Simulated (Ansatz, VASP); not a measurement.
GaSb in VASP and in Ansatz

```
CELL_PARAMETERS angstrom
0.00000 3.06630 3.06630
3.06630 0.00000 3.06630
3.06630 3.06630 0.00000
ATOMIC_POSITIONS crystal
Ga 0.00000 0.00000 0.00000
Sb 0.25000 0.25000 0.25000
```

Alike in both runs: functional r2SCAN; k mesh 8 × 8 × 8; no spin polarisation.

Ansatz relaxed the structure, and its values are those at the end. VASP's run is a single point on that final structure, the one shown.

|  | VASP | Ansatz |
| --- | --- | --- |
| version | VASP 6.6.1 | Ansatz 0.2.0 |
| potentials or method | VASP PAW PBE potentials, release 64 (Ga_d, Sb), cutoff 550 eV | plane-wave PAW DFT |
| occupations | gaussian, width 0.01 eV | fixed |
| valence electrons in the cell | 18 | 28 |

```csv
,VASP,Ansatz,Ansatz less VASP
pressure (GPa),0.0,0.0,-0.05
```

VASP's potentials were made for PBE, not for r2SCAN. VASP's potentials hold 18 valence electrons a cell and Ansatz's 28, so a difference there can come from the potentials and not from the codes.

Neither program's run includes spin-orbit coupling.
